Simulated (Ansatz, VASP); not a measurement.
## Ca in VASP and in Ansatz

INCAR

```
SYSTEM = Ca
ALGO = Fast
EDIFF = 1E-7
ENCUT = 520
GGA = PS
ISIF = 2
ISMEAR = 0
LASPH = .True.
LCHARG = .True.
LELF = .True.
LREAL = .False.
LVHAR = .True.
LWAVE = .False.
NBANDS = 11
NELM = 100
PREC = Accurate
SIGMA = 0.15
```

KPOINTS

```
k-points
0
Gamma
  16 16 16
  0 0 0
```

Contents of POSCAR:

```
Ca
1.0
   -2.3240000000      2.1560000000      2.2400000000
    2.3240000000     -2.1560000000      2.2400000000
    2.3240000000      2.1560000000     -2.2400000000
Ca
1
Direct
    0.0000000000      0.0000000000      0.0000000000
```

Input for Ansatz:

```yaml
crystal:
  lattice:
    - [-2.324, 2.156, 2.24]
    - [2.324, -2.156, 2.24]
    - [2.324, 2.156, -2.24]
  atoms:
    - { symbol: Ca, position: [0.0, 0.0, 0.0] }
basis:
  ecutwfc: 420
kpoints:
  mp_grid: { grid: [16, 16, 16] }
hamiltonian:
  xc: pbesol
scf:
  occupations: { method: gaussian, width: 0.15 }
output:
  forces: true
  stress: true
  eigenvalues: true
```

Change from the starting cell: strain +0.0375 x Voigt [1, -1, 0, 0, 0, 0], atoms carried along.

Alike in both runs: task single point; functional PBEsol; k mesh 16 × 16 × 16; occupations gaussian, width 0.15 eV; no spin polarisation.

```csv
,VASP,Ansatz
version,VASP 6.6.1,Ansatz 0.2.0
potentials or method,"VASP PAW PBE potentials, release 64 (Ca_sv), cutoff 520 eV","scalar-relativistic, plane waves, PAW"
valence electrons in the cell,10,10
```

|  | VASP | Ansatz | Ansatz less VASP |
| --- | --- | --- | --- |
| gap on the k mesh at the Fermi level (eV) | none | none | - |
| pressure (GPa) | -1.5 | -1.5 | 0.00 |
| traceless stress, the component that is largest in VASP (GPa) | -0.08 | -0.08 | -0.001 |

VASP's potentials were made for PBE, not for PBEsol. A gap of «none» marks a metal or a gap that the smearing closes.
